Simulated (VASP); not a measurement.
# Nb2H3 (R-3c) in VASP: single point with PBE

Aim: the single point of Nb2H3 with PBE.

All numbers are computed with VASP 6.6.1; they aren't measurements. Logs are shortened: lines on timing, memory, paths and dates and some standing lists are left out, and cuts for length are marked.

## 1. The cell of the first run

The structure is trigonal, space group R-3c (No. 167). Conventional cell: a = 5.048 Å, b = 5.048 Å, c = 12.071 Å, α = 90.00°, β = 90.00°, γ = 120.00°. Nb (site symmetry 3) has 6 H at 1.97 Å within 2.6 Å. Within 2.6 Å of H (site symmetry 2) lie 4 Nb at 1.97 Å and 4 H at 2.29 to 2.49 Å.

## 2. Single point, PBE

Input file INCAR:

```
ALGO = Normal
EDIFF = 1E-6
ENCUT = 520
GGA = PE
ISIF = 2
ISMEAR = 0
LASPH = T
LCHARG = F
LREAL = F
LWAVE = F
NBANDS = 40
NELM = 80
PREC = Accurate
SIGMA = 0.1
```

Input file KPOINTS:

```
k-points
0
Gamma
  6 6 6
```

Input file POSCAR:

```
Nb2H3
1.0
    2.5240620595      1.4572679095      4.0235117322
   -2.5240620595      1.4572679095      4.0235117322
    0.0000000000     -2.9145358191      4.0235117322
Nb H
4 6
Direct
    0.8715935432      0.8715935432      0.8715935432
    0.6284064568      0.6284064568      0.6284064568
    0.1284064568      0.1284064568      0.1284064568
    0.3715935432      0.3715935432      0.3715935432
    0.0116258820      0.4883741180      0.7500000000
    0.7500000000      0.0116258820      0.4883741180
    0.4883741180      0.7500000000      0.0116258820
    0.9883741180      0.5116258820      0.2500000000
    0.2500000000      0.9883741180      0.5116258820
    0.5116258820      0.2500000000      0.9883741180
```

Potentials or basis: VASP PAW PBE potentials, release 64 (Nb_sv, H).

On the command line:

```
> cat potpaw_PBE.64/Nb_sv/POTCAR potpaw_PBE.64/H/POTCAR > POTCAR
> mpirun -np 1 vasp_std > vasp.out
```

OUTCAR:

```text
EDIFF = 1E-6
   ENCUT = 520
   GGA = PE
   ISIF = 2
   ISMEAR = 0
   LASPH = T
   LREAL = F
   NELM = 80
   PREC = Accurate

 ion  position               nearest neighbor table
   1  0.872  0.872  0.872-  10 1.97   8 1.97   9 1.97   2 2.94
   2  0.628  0.628  0.628-   9 1.97   8 1.97  10 1.97   1 2.94
   3  0.128  0.128  0.128-   7 1.97   5 1.97   6 1.97   4 2.94
   4  0.372  0.372  0.372-   6 1.97   5 1.97   7 1.97   3 2.94
   5  0.012  0.488  0.750-   3 1.97   4 1.97
   6  0.750  0.012  0.488-   4 1.97   3 1.97
   7  0.488  0.750  0.012-   3 1.97   4 1.97
   8  0.988  0.512  0.250-   1 1.97   2 1.97
   9  0.250  0.988  0.512-   2 1.97   1 1.97
  10  0.512  0.250  0.988-   1 1.97   2 1.97

  LATTYP: Found a trigonal (rhomboedric) cell.
 ALAT       =     4.9682155448
 COS(alpha) =     0.4837866943

  Lattice vectors:

 A1 = (   2.5240620595,   1.4572679095,   4.0235117322)
 A2 = (  -2.5240620595,   1.4572679095,   4.0235117322)
 A3 = (   0.0000000000,  -2.9145358191,   4.0235117322)

Analysis of symmetry for initial positions (statically):
=====================================================================
 Subroutine PRICEL returns:
 Original cell was already a primitive cell.

 Routine SETGRP: Setting up the symmetry group for a
 trigonal (rhombohedral) supercell.

 Subroutine GETGRP returns: Found 12 space group operations
 (whereof  6 operations were pure point group operations)
 out of a pool of 12 trial point group operations.

The static configuration has the point symmetry S_6 .
 The point group associated with its full space group is D_3d.

Analysis of symmetry for dynamics (positions and initial velocities):
=====================================================================
 Subroutine PRICEL returns:
 Original cell was already a primitive cell.

 Routine SETGRP: Setting up the symmetry group for a
 trigonal (rhombohedral) supercell.

 Subroutine GETGRP returns: Found 12 space group operations
 (whereof  6 operations were pure point group operations)
 out of a pool of 12 trial point group operations.

The dynamic configuration has the point symmetry S_6 .
 The point group associated with its full space group is D_3d.

 Subroutine INISYM returns: Found 12 space group operations
 (whereof  6 operations are pure point group operations),
 and found     1 'primitive' translations

----------------------------------------------------------------------------------------

                                     Primitive cell

  volume of cell :      88.7965

  direct lattice vectors                    reciprocal lattice vectors
     2.524062059  1.457267910  4.023511732     0.198093386  0.114369270  0.082846368
    -2.524062059  1.457267910  4.023511732    -0.198093386  0.114369270  0.082846368
     0.000000000 -2.914535819  4.023511732     0.000000000 -0.228738540  0.082846368

  length of vectors
     4.968215545  4.968215545  4.968215545     0.243279346  0.243279346  0.243279346

  position of ions in fractional coordinates (direct lattice)
     0.871593543  0.871593543  0.871593543
     0.628406457  0.628406457  0.628406457
     0.128406457  0.128406457  0.128406457
     0.371593543  0.371593543  0.371593543
     0.011625882  0.488374118  0.750000000
     0.750000000  0.011625882  0.488374118
     0.488374118  0.750000000  0.011625882
     0.988374118  0.511625882  0.250000000
     0.250000000  0.988374118  0.511625882
     0.511625882  0.250000000  0.988374118

  ion indices of the primitive-cell ions
   primitive index   ion index
                 1           1
                 2           2
                 3           3
                 4           4
                 5           5
                 6           6
                 7           7
                 8           8
                 9           9
                10          10

----------------------------------------------------------------------------------------

 KPOINTS: k-points

Automatic generation of k-mesh.
 Grid dimensions read from file:
 generate k-points for:    6    6    6

 Generating k-lattice:

  Cartesian coordinates                     Fractional coordinates (reciprocal lattice)
     0.033015564  0.019061545  0.013807728     0.166666667 -0.000000000 -0.000000000
    -0.033015564  0.019061545  0.013807728    -0.000000000  0.166666667 -0.000000000
     0.000000000 -0.038123090  0.013807728     0.000000000  0.000000000  0.166666667

  Length of vectors
     0.040546558  0.040546558  0.040546558

  Shift w.r.t. Gamma in fractional coordinates (k-lattice)
     0.000000000  0.000000000  0.000000000

 Subroutine IBZKPT returns following result:
 ===========================================

 Found     32 irreducible k-points:

 Following reciprocal coordinates:
            Coordinates               Weight
  0.000000  0.000000  0.000000      1.000000
  0.166667 -0.000000  0.000000      6.000000
  0.333333 -0.000000  0.000000      6.000000
  0.500000 -0.000000  0.000000      3.000000
  0.166667  0.166667 -0.000000      6.000000
  0.333333  0.166667  0.000000     12.000000
[... 16 lines left out ...]
  0.500000  0.500000  0.166667      6.000000
 -0.333333  0.500000  0.166667     12.000000
 [... further k-points ...]
   k-points           NKPTS =     32   k-points in BZ     NKDIM =     32   number of bands    NBANDS=     40
   number of dos      NEDOS =    301   number of ions     NIONS =     10
   total plane-waves  NPLWV =  64000
   dimension x,y,z NGX =    40 NGY =   40 NGZ =   40
   dimension x,y,z NGXF=    80 NGYF=   80 NGZF=   80
   ions per type =               4   6
   NGX,Y,Z   is equivalent  to a cutoff of  13.38, 13.38, 13.38 a.u.
   NGXF,Y,Z  is equivalent  to a cutoff of  26.77, 26.77, 26.77 a.u.
 SYSTEM =  unknown system
   PREC   = accura    normal or accurate (medium, high low for compatibility)
   ISTART =      0    job   : 0-new  1-cont  2-samecut
   ICHARG =      2    charge: 1-file 2-atom 10-const
   ISPIN  =      1    spin polarized calculation?
   LNONCOLLINEAR =      F non collinear calculations
   LSORBIT =      F    spin-orbit coupling
   LASPH  =      T    aspherical Exc in radial PAW
   ENCUT  =  520.0 eV  38.22 Ry    6.18 a.u.   9.24  9.24  9.24*2*pi/ulx,y,z
   NELM   =     80;   NELMIN=  2; NELMDL= -5     # of ELM steps
   EDIFF  = 0.1E-05   stopping-criterion for ELM
   LREAL  =      F    real-space projection
   EDIFFG = 0.1E-04   stopping-criterion for IOM
   NSW    =      0    number of steps for IOM
   IBRION =     -1    ionic relax: 0-MD 1-quasi-New 2-CG
   NFREE  =      0    steps in history (QN), initial steepest desc. (CG)
   ISIF   =      2    stress and relaxation
   ISYM   =      2    0-nonsym 1-usesym 2-fastsym
   POTIM  = 0.5000    time-step for ionic-motion
   TEBEG  =    0.0;   TEEND  =   0.0 temperature during run
   PSTRESS=    0.0 pullay stress
   NELECT =      58.0000    total number of electrons
   NUPDOWN=      -1.0000    fix difference up-down
   EMIN   =  10.00;   EMAX   =-10.00  energy-range for DOS
   EFERMI =   0.00;   METHOD = LEGACY
   ISMEAR =     0;   SIGMA  =   0.10  broadening in eV -4-tet -1-fermi 0-gaus
   EFERMI_NEDOS =   21; number of points for ismear=-14 and -15
   IALGO  =     38    algorithm
   IMIX   =      4    mixing-type and parameters
     AMIX     =   0.40;   BMIX     =  1.00
     AMIX_MAG =   1.60;   BMIX_MAG =  1.00
  volume/ion in A,a.u.               =       8.88        59.92
  Fermi-wavevector in a.u.,A,eV,Ry     =   1.420427  2.684217 27.451280  2.017612
  Thomas-Fermi vector in A             =   2.541343
   LORBIT       =      0    0 simple, 1 ext, 2 COOP (PROOUT), +10 PAW based schemes
   GGA     = PE    functional components
   LHFCALC =     F    Hartree Fock is set to
   AEXX    =    0.0000 exact exchange contribution
   IVDW    =     0    specifies the selected vdW correction
   LEPSILON=     F    determine dielectric tensor
   LRPA    =     F    only Hartree local field effects (RPA)
 non-spin polarized calculation
 Gauss-broadening in eV      SIGMA  =   0.10
  energy-cutoff  :      520.00
  volume of cell :       88.80
 maximum number of plane-waves:      2409
 NGX is ok and might be reduce to    40
   NGX = 19   NGY = 19   NGZ = 19

 number of electron      58.0000001 magnetization

 Free energy of the ion-electron system (eV)
  ---------------------------------------------------
  ext. energy  EPLUGINS =         0.00000000
  ---------------------------------------------------
  free energy    TOTEN  =       -62.78502029 eV

  energy without entropy =      -62.76186893  energy(sigma->0) =      -62.77344461

 E-fermi :  10.5614     XC(G=0): -12.1669

 val. band max:       10.5600312867   @ k =   0.5000   0.1667   0.1667
 cond. band min:      10.5618020110   @ k =  -0.3333   0.1667   0.0000
 fundamental gap:      0.0017707242
 Fermi energy:        10.5614413800

 k-point     1 :       0.0000    0.0000    0.0000
  band No.  band energies     occupation
      1     -44.9382      2.00000
      2     -44.8143      2.00000
      3     -44.8092      2.00000
      4     -44.7372      2.00000
      5     -21.1935      2.00000
      6     -21.1441      2.00000
[... 32 lines left out ...]
     39      13.9832      0.00000
     40      14.4420      0.00000

 k-point     2 :       0.1667   -0.0000    0.0000
  band No.  band energies     occupation
      1     -44.9272      2.00000
      2     -44.8184      2.00000
      3     -44.8086      2.00000
      4     -44.7448      2.00000
      5     -21.2267      2.00000
      6     -21.1976      2.00000
[... 935 lines left out ...]
     39      14.0413      0.00000
     40      14.3359      0.00000

 k-point    24 :      -0.3333    0.5000    0.1667
  band No.  band energies     occupation
      1     -44.8401      2.00000
      2     -44.8326      2.00000
      3     -44.8145      2.00000
      4     -44.8129      2.00000
      5     -21.3677      2.00000
      6     -21.3504      2.00000
[... 32 lines left out ...]
     39      13.6706      0.00000
     40      13.8326      0.00000

 [... further k-points ...]

------------------------ aborting loop because EDIFF is reached ----------------------------------------

  FORCE on cell =-STRESS in cart. coord.  units (eV):
  Direction    XX          YY          ZZ          XY          YZ          ZX
  --------------------------------------------------------------------------------------
  -------------------------------------------------------------------------------------
  Total       -0.1960128     -0.1960128     -0.3417184     -0.0000000      0.0000000      0.0000000
  in kB       -3.5367069     -3.5367069     -6.1657077     -0.0000000      0.0000000      0.0000000
  external PRESSURE =      -4.4130405 kB  Pullay stress =       0.0000000 kB

 VOLUME and BASIS-vectors are now :
 -----------------------------------------------------------------------------
  energy-cutoff  :      520.00
  volume of cell :       88.80
      direct lattice vectors                 reciprocal lattice vectors
     2.524062059  1.457267910  4.023511732     0.198093386  0.114369270  0.082846368
    -2.524062059  1.457267910  4.023511732    -0.198093386  0.114369270  0.082846368
     0.000000000 -2.914535819  4.023511732     0.000000000 -0.228738540  0.082846368

 POSITION                                       TOTAL-FORCE (eV/Angst)
 -----------------------------------------------------------------------------------
      0.00000     -0.00000     10.52060         0.000000      0.000000     -0.014704
      0.00000     -0.00000      7.58520         0.000000     -0.000000      0.014704
      0.00000     -0.00000      1.54993         0.000000     -0.000000      0.014704
      0.00000     -0.00000      4.48533         0.000000      0.000000     -0.014704
     -1.20334     -1.45727      5.02939        -0.004570      0.000000     -0.000000
      1.86370     -0.31349      5.02939         0.002285     -0.003957     -0.000000
     -0.66036      1.77076      5.02939         0.002285      0.003957     -0.000000
      1.20334      1.45727      7.04115         0.004570      0.000000     -0.000000
     -1.86370      0.31349      7.04115        -0.002285      0.003957     -0.000000
      0.66036     -1.77076      7.04115        -0.002285     -0.003957     -0.000000
 -----------------------------------------------------------------------------------
    total drift:                               -0.000000     -0.000000      0.000000

  FREE ENERGIE OF THE ION-ELECTRON SYSTEM (eV)
  ---------------------------------------------------
  free  energy   TOTEN  =       -62.7850202903 eV

  energy  without entropy=      -62.7618689321  energy(sigma->0) =      -62.77344461
```

Wall time 64 s (1 thread of Intel Xeon 6975P-C (Granite Rapids), shared host); peak memory 0.27 GiB.

What came out:

| Property | Result |
| --- | --- |
| Free energy | -62.7850 eV |
| Pressure | -0.4 GPa |
| Largest force | 0.015 eV/Å |
| Band gap on the k mesh | zero (band 29 reaches 11.59 eV, above the bottom of band 30 at 10.04 eV) |

Forces in eV/Å, atoms in the order of the input:
```
Nb   0.000  0.000 -0.015
Nb   0.000  0.000  0.015
Nb   0.000  0.000  0.015
Nb   0.000  0.000 -0.015
H   -0.005  0.000  0.000
H    0.002 -0.004  0.000
H    0.002  0.004  0.000
H    0.005  0.000  0.000
H   -0.002  0.004  0.000
H   -0.002 -0.004  0.000
```

Levels at points of the mesh, in eV from the Fermi level:
```csv
k point,band 27,band 28,band 29,band 30,band 31,band 32
"(0.00, 0.00, 0.00)",-0.99,-0.99,0.84,0.84,1.86,1.86
"(0.50, 0.00, 0.00)",-2.24,-2.24,1.03,1.03,1.18,1.18
"(0.50, 0.50, 0.00)",-0.92,-0.84,-0.81,-0.52,0.60,0.94
"(0.50, 0.50, 0.50)",-2.26,-2.26,0.71,0.71,0.71,0.71
```
